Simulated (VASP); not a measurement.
Runs of VASP 6.6.1 on Ta. The structure is that of space group Fd-3m (No. 227), or close to it. The cells are those of the table. 

```csv
task,cell,cutoff (eV),gap on the mesh (eV),pressure (GPa)
relaxation of cell and atoms,"relaxed to 270 GPa from a = 3.318 Å, angles 60.0°, 2 atoms",600,none,270.0
relaxation of cell and atoms,"relaxed to 270 GPa from a = 3.222 Å, angles 60.0°, 2 atoms",600,none,270.0
single point,"a = 3.318 Å, angles 60.0°, 2 atoms",520,none,272.4
single point,"a = 3.314 Å, angles 60.0°, 2 atoms",520,none,(a)
```

Alike in all rows: level PBE; potentials or basis VASP PAW PBE potentials, release 64 (Ta_pv); no spin polarisation; k mesh 14 × 14 × 14; smearing fermi-dirac 0.05 eV.

Question: Fill in the values left out.

Answer: (a) 275.2.

Caveats: spin-orbit coupling is left out, which moves the levels of the heavy elements; the cell is relaxed towards a set pressure, so the enthalpy falls and the energy may rise (some runs).

A k mesh can miss the band edges, and the runs leave out spin-orbit coupling on Ta.

A gap of «none» marks levels without a gap at the run's occupations.
